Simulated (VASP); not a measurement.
# BeCd (Pm-3m) in VASP: notebook

Runs on BeCd. Level: PBE. Tasks: single point, relaxation of cell and atoms.

Everything below comes from runs of VASP 6.6.1. Logs are shortened: lines on timing, memory, paths and dates and some standing lists are left out, and cuts for length are marked.

## 1. The cell of the first run

It takes space group Pm-3m (No. 221, cubic). Conventional cell: a = 3.105 Å, b = 3.105 Å, c = 3.105 Å, α = 90.00°, β = 90.00°, γ = 90.00°. Within 3.5 Å of Be (site symmetry m-3m) lie 8 Cd at 2.69 Å and 6 Be at 3.10 Å. Cd (site symmetry m-3m) has 8 Be at 2.69 Å and 6 Cd at 3.10 Å within 3.5 Å.

## 2. Single point, PBE

Contents of INCAR:

```
SYSTEM = BeCd
PREC     = Accurate       ! precision mode
ENCUT    = 520            ! plane-wave cutoff, eV
EDIFF    = 1E-6           ! SCF threshold, eV
ISMEAR   = 0              ! smearing method
SIGMA    = 0.1            ! smearing width, eV
LREAL    = .False.        ! projectors in reciprocal space
LASPH    = .True.         ! aspherical terms in the spheres
NELM     = 60             ! most SCF steps
ALGO     = Normal         ! electronic algorithm
ISIF     = 2              ! what is computed and relaxed
LWAVE    = .False.        ! write WAVECAR
LCHARG   = .False.        ! write CHGCAR
GGA      = PE             ! functional
NBANDS   = 14             ! bands
```

Contents of KPOINTS:

```
Automatic mesh
0
Gamma
  18 18 18
  0 0 0
```

Contents of POSCAR:

```
BeCd
1.0
    3.1048273010      0.0000000000      0.0000000000
    0.0000000000      3.1048273010      0.0000000000
    0.0000000000      0.0000000000      3.1048273010
Be Cd
1 1
Direct
    0.0000000000      0.0000000000      0.0000000000
    0.5000000000      0.5000000000      0.5000000000
```

Potentials or basis: VASP PAW PBE potentials, release 64 (Be, Cd).

Launch:

```
> cat potpaw_PBE.64/Be/POTCAR potpaw_PBE.64/Cd/POTCAR > POTCAR
> mpirun -np 1 vasp_std > vasp.out
```

OUTCAR:

```text
SYSTEM = BeCd
   PREC = Accurate
   ENCUT = 520
   EDIFF = 1E-6
   ISMEAR = 0
   LREAL = .False.
   LASPH = .True.
   NELM = 60
   ISIF = 2
   GGA = PE

 ion  position               nearest neighbor table
   1  0.000  0.000  0.000-   2 2.69   2 2.69   2 2.69   2 2.69   2 2.69   2 2.69   2 2.69   2 2.69

   2  0.500  0.500  0.500-   1 2.69   1 2.69   1 2.69   1 2.69   1 2.69   1 2.69   1 2.69   1 2.69

  LATTYP: Found a simple cubic cell.
 ALAT       =     3.1048273010

  Lattice vectors:

 A1 = (   3.1048273010,   0.0000000000,   0.0000000000)
 A2 = (   0.0000000000,   3.1048273010,   0.0000000000)
 A3 = (   0.0000000000,   0.0000000000,   3.1048273010)

Analysis of symmetry for initial positions (statically):
=====================================================================
 Subroutine PRICEL returns:
 Original cell was already a primitive cell.

 Routine SETGRP: Setting up the symmetry group for a
 simple cubic supercell.

 Subroutine GETGRP returns: Found 48 space group operations
 (whereof 48 operations were pure point group operations)
 out of a pool of 48 trial point group operations.

The static configuration has the point symmetry O_h .

Analysis of symmetry for dynamics (positions and initial velocities):
=====================================================================
 Subroutine PRICEL returns:
 Original cell was already a primitive cell.

 Routine SETGRP: Setting up the symmetry group for a
 simple cubic supercell.

 Subroutine GETGRP returns: Found 48 space group operations
 (whereof 48 operations were pure point group operations)
 out of a pool of 48 trial point group operations.

The dynamic configuration has the point symmetry O_h .

 Subroutine INISYM returns: Found 48 space group operations
 (whereof 48 operations are pure point group operations),
 and found     1 'primitive' translations

----------------------------------------------------------------------------------------

                                     Primitive cell

  volume of cell :      29.9304

  direct lattice vectors                    reciprocal lattice vectors
     3.104827301  0.000000000  0.000000000     0.322079106  0.000000000  0.000000000
     0.000000000  3.104827301  0.000000000     0.000000000  0.322079106  0.000000000
     0.000000000  0.000000000  3.104827301     0.000000000  0.000000000  0.322079106

  length of vectors
     3.104827301  3.104827301  3.104827301     0.322079106  0.322079106  0.322079106

  position of ions in fractional coordinates (direct lattice)
     0.000000000  0.000000000  0.000000000
     0.500000000  0.500000000  0.500000000

  ion indices of the primitive-cell ions
   primitive index   ion index
                 1           1
                 2           2

----------------------------------------------------------------------------------------

 KPOINTS: Automatic mesh

Automatic generation of k-mesh.
 Grid dimensions read from file:
 generate k-points for:   18   18   18

 Generating k-lattice:

  Cartesian coordinates                     Fractional coordinates (reciprocal lattice)
     0.017893284  0.000000000  0.000000000     0.055555556  0.000000000  0.000000000
     0.000000000  0.017893284  0.000000000     0.000000000  0.055555556  0.000000000
     0.000000000  0.000000000  0.017893284     0.000000000  0.000000000  0.055555556

  Length of vectors
     0.017893284  0.017893284  0.017893284

  Shift w.r.t. Gamma in fractional coordinates (k-lattice)
     0.000000000  0.000000000  0.000000000

 Subroutine IBZKPT returns following result:
 ===========================================

 Found    220 irreducible k-points:

 Following reciprocal coordinates:
            Coordinates               Weight
  0.000000  0.000000  0.000000      1.000000
  0.055556  0.000000  0.000000      6.000000
  0.111111  0.000000  0.000000      6.000000
  0.166667  0.000000  0.000000      6.000000
  0.222222  0.000000  0.000000      6.000000
  0.277778  0.000000  0.000000      6.000000
[... 16 lines left out ...]
  0.277778  0.111111  0.000000     24.000000
  0.333333  0.111111  0.000000     24.000000
 [... further k-points ...]
   k-points           NKPTS =    220   k-points in BZ     NKDIM =    220   number of bands    NBANDS=     14
   number of dos      NEDOS =    301   number of ions     NIONS =      2
   total plane-waves  NPLWV =  13824
   dimension x,y,z NGX =    24 NGY =   24 NGZ =   24
   dimension x,y,z NGXF=    48 NGYF=   48 NGZF=   48
   ions per type =               1   1
   NGX,Y,Z   is equivalent  to a cutoff of  12.85, 12.85, 12.85 a.u.
   NGXF,Y,Z  is equivalent  to a cutoff of  25.70, 25.70, 25.70 a.u.
 SYSTEM =  BeCd
   PREC   = accura    normal or accurate (medium, high low for compatibility)
   ISTART =      0    job   : 0-new  1-cont  2-samecut
   ICHARG =      2    charge: 1-file 2-atom 10-const
   ISPIN  =      1    spin polarized calculation?
   LNONCOLLINEAR =      F non collinear calculations
   LSORBIT =      F    spin-orbit coupling
   LASPH  =      T    aspherical Exc in radial PAW
   ENCUT  =  520.0 eV  38.22 Ry    6.18 a.u.   5.77  5.77  5.77*2*pi/ulx,y,z
   NELM   =     60;   NELMIN=  2; NELMDL= -5     # of ELM steps
   EDIFF  = 0.1E-05   stopping-criterion for ELM
   LREAL  =      F    real-space projection
   EDIFFG = 0.1E-04   stopping-criterion for IOM
   NSW    =      0    number of steps for IOM
   IBRION =     -1    ionic relax: 0-MD 1-quasi-New 2-CG
   NFREE  =      0    steps in history (QN), initial steepest desc. (CG)
   ISIF   =      2    stress and relaxation
   ISYM   =      2    0-nonsym 1-usesym 2-fastsym
   POTIM  = 0.5000    time-step for ionic-motion
   TEBEG  =    0.0;   TEEND  =   0.0 temperature during run
   PSTRESS=    0.0 pullay stress
   NELECT =      14.0000    total number of electrons
   NUPDOWN=      -1.0000    fix difference up-down
   EMIN   =  10.00;   EMAX   =-10.00  energy-range for DOS
   EFERMI =   0.00;   METHOD = LEGACY
   ISMEAR =     0;   SIGMA  =   0.10  broadening in eV -4-tet -1-fermi 0-gaus
   EFERMI_NEDOS =   21; number of points for ismear=-14 and -15
   IALGO  =     38    algorithm
   IMIX   =      4    mixing-type and parameters
     AMIX     =   0.40;   BMIX     =  1.00
     AMIX_MAG =   1.60;   BMIX_MAG =  1.00
  volume/ion in A,a.u.               =      14.97       100.99
  Fermi-wavevector in a.u.,A,eV,Ry     =   1.270808  2.401480 21.972781  1.614954
  Thomas-Fermi vector in A             =   2.403776
   LORBIT       =      0    0 simple, 1 ext, 2 COOP (PROOUT), +10 PAW based schemes
   GGA     = PE    functional components
   LHFCALC =     F    Hartree Fock is set to
   AEXX    =    0.0000 exact exchange contribution
   IVDW    =     0    specifies the selected vdW correction
   LEPSILON=     F    determine dielectric tensor
   LRPA    =     F    only Hartree local field effects (RPA)
 non-spin polarized calculation
 Gauss-broadening in eV      SIGMA  =   0.10
  energy-cutoff  :      520.00
  volume of cell :       29.93
 maximum number of plane-waves:       840
 NGX is ok and might be reduce to    24
   NGX = 11   NGY = 11   NGZ = 11

 number of electron      13.9999999 magnetization

 Free energy of the ion-electron system (eV)
  ---------------------------------------------------
  ext. energy  EPLUGINS =         0.00000000
  ---------------------------------------------------
  free energy    TOTEN  =        -3.45124999 eV

  energy without entropy =       -3.44801991  energy(sigma->0) =       -3.44963495

 E-fermi :   4.7619     XC(G=0): -10.9855

 val. band max:        4.7514159850   @ k =   0.2222   0.1667   0.1667
 cond. band min:       4.7701016781   @ k =   0.4444   0.3889   0.1111
 fundamental gap:      0.0186856931
 Fermi energy:         4.7619111939

 k-point     1 :       0.0000    0.0000    0.0000
  band No.  band energies     occupation
      1      -5.6214      2.00000
      2      -5.5346      2.00000
      3      -5.5346      2.00000
      4      -4.4998      2.00000
      5      -4.4998      2.00000
      6      -4.4998      2.00000
      7       7.3771      0.00000
      8       7.3771      0.00000
      9       7.3771      0.00000
     10      13.2936      0.00000
     11      13.2936      0.00000
     12      13.4897      0.00000
     13      21.2719      0.00000
     14      21.2719      0.00000

 k-point     2 :       0.0556    0.0000    0.0000
  band No.  band energies     occupation
      1      -5.5793      2.00000
      2      -5.5311      2.00000
      3      -5.5104      2.00000
      4      -4.5130      2.00000
      5      -4.5130      2.00000
      6      -4.4987      2.00000
      7       7.0314      0.00000
      8       7.4383      0.00000
      9       7.4383      0.00000
     10      13.3084      0.00000
     11      13.4322      0.00000
     12      13.7369      0.00000
     13      21.0105      0.00000
     14      21.0246      0.00000

 k-point     3 :       0.1111    0.0000    0.0000
  band No.  band energies     occupation
      1      -5.5242      2.00000
      2      -5.5207      2.00000
      3      -5.3680      2.00000
      4      -4.5504      2.00000
      5      -4.5504      2.00000
      6      -4.4954      2.00000
      7       6.1861      0.00000
      8       7.6194      0.00000
      9       7.6194      0.00000
     10      13.3527      0.00000
     11      13.4756      0.00000
     12      14.6364      0.00000
     13      20.2769      0.00000
     14      20.2769      0.00000
[... 324 lines left out ...]
 k-point    23 :       0.2778    0.1111    0.0000
  band No.  band energies     occupation
      1      -5.4252      2.00000
      2      -5.2655      2.00000
      3      -4.8790      2.00000
      4      -4.7370      2.00000
      5      -4.5217      2.00000
      6      -3.9923      2.00000
      7       3.0240      2.00000
      8       7.5710      0.00000
      9       8.9661      0.00000
     10      13.3914      0.00000
     11      14.6240      0.00000
     12      15.7451      0.00000
     13      17.0856      0.00000
     14      17.4709      0.00000

 k-point    24 :       0.3333    0.1111    0.0000
  band No.  band energies     occupation
      1      -5.4020      2.00000
      2      -5.2152      2.00000
      3      -4.9321      2.00000
      4      -4.8005      2.00000
      5      -4.5144      2.00000
      6      -3.4099      2.00000
      7       1.9169      2.00000
      8       8.0943      0.00000
      9       9.4730      0.00000
     10      13.0161      0.00000
     11      14.5322      0.00000
     12      15.5848      0.00000
     13      16.1188      0.00000
     14      17.0937      0.00000

 [... further k-points ...]
[... 5 lines left out ...]
  --------------------------------------------------------------------------------------
  -------------------------------------------------------------------------------------
  Total        0.0455779      0.0455779      0.0455779      0.0000000      0.0000000     -0.0000000
  in kB        2.4397911      2.4397911      2.4397911      0.0000000      0.0000000     -0.0000000
  external PRESSURE =       2.4397911 kB  Pullay stress =       0.0000000 kB

 VOLUME and BASIS-vectors are now :
 -----------------------------------------------------------------------------
  energy-cutoff  :      520.00
  volume of cell :       29.93
      direct lattice vectors                 reciprocal lattice vectors
     3.104827301  0.000000000  0.000000000     0.322079106  0.000000000  0.000000000
     0.000000000  3.104827301  0.000000000     0.000000000  0.322079106  0.000000000
     0.000000000  0.000000000  3.104827301     0.000000000  0.000000000  0.322079106

 POSITION                                       TOTAL-FORCE (eV/Angst)
 -----------------------------------------------------------------------------------
      0.00000      0.00000      0.00000         0.000000      0.000000      0.000000
      1.55241      1.55241      1.55241         0.000000      0.000000      0.000000
 -----------------------------------------------------------------------------------
    total drift:                                0.000000     -0.000000     -0.000000

  FREE ENERGIE OF THE ION-ELECTRON SYSTEM (eV)
  ---------------------------------------------------
  free  energy   TOTEN  =        -3.4512499908 eV

  energy  without entropy=       -3.4480199132  energy(sigma->0) =       -3.44963495
```

Wall time 41 s (1 thread of Oxide Virtual Turin-like, shared host); peak memory 0.17 GiB.

What came out:

```yaml
Free_energy: -3.4512 eV
Pressure: 0.2 GPa
Band_gap_on_the_k_mesh: zero (bands 7 and 8 overlap by 3.53 eV)
```

[end of part 1 of 2]
